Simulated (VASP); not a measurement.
Write the native input for VASP 6.6.1 that does the following.

```
Task                   : single point
Functional             : PBE
Potentials or basis    : VASP PAW PBE potentials, release 64 (Na_pv, F)
Cutoff                 : 600 eV
k mesh                 : 6 × 6 × 6
Occupations            : gaussian, width 0.01 eV
Spin                   : no spin polarisation
Dipole correction      : no
Further INCAR settings : ALGO = Normal; EDIFF = 1e-06; NBANDS = 14
```

The structure of NaF lies in POSCAR:

```
NaF
1.0
    0.0000000000      2.2582994543      2.2582994543
    2.2582994543      0.0000000000      2.2582994543
    2.2582994543      2.2582994543      0.0000000000
Na F
1 1
Direct
    0.0000000000      0.0000000000      0.0000000000
    0.5000000000      0.5000000000      0.5000000000
```

This cell differs from its parent crystal: volume changed by -5%.

One way to write it, as run:

INCAR

```
SYSTEM = NaF
PREC = Accurate
ENCUT = 600
EDIFF = 1E-6
ISMEAR = 0
SIGMA = 0.01
LREAL = .False.
LASPH = .True.
NELM = 120
ALGO = Normal
ISIF = 2
LWAVE = .False.
LCHARG = .False.
GGA = PE
NBANDS = 14
GGA_COMPAT = .False.
```

KPOINTS

```
Automatic mesh
0
Gamma
  6 6 6
  0 0 0
```

Potentials or basis: VASP PAW PBE potentials, release 64 (Na_pv, F).

Command:

```console
$ cat potpaw_PBE.64/Na_pv/POTCAR potpaw_PBE.64/F/POTCAR > POTCAR
$ mpirun -np 1 vasp_std > vasp.out
```

It gave:

```
Pressure               : 6.9 GPa
Band gap on the k mesh : 6.74 eV, direct
```

Wall time 12 s on 1 thread of Intel Xeon 8259CL (shared host), peak memory 0.14 GiB.
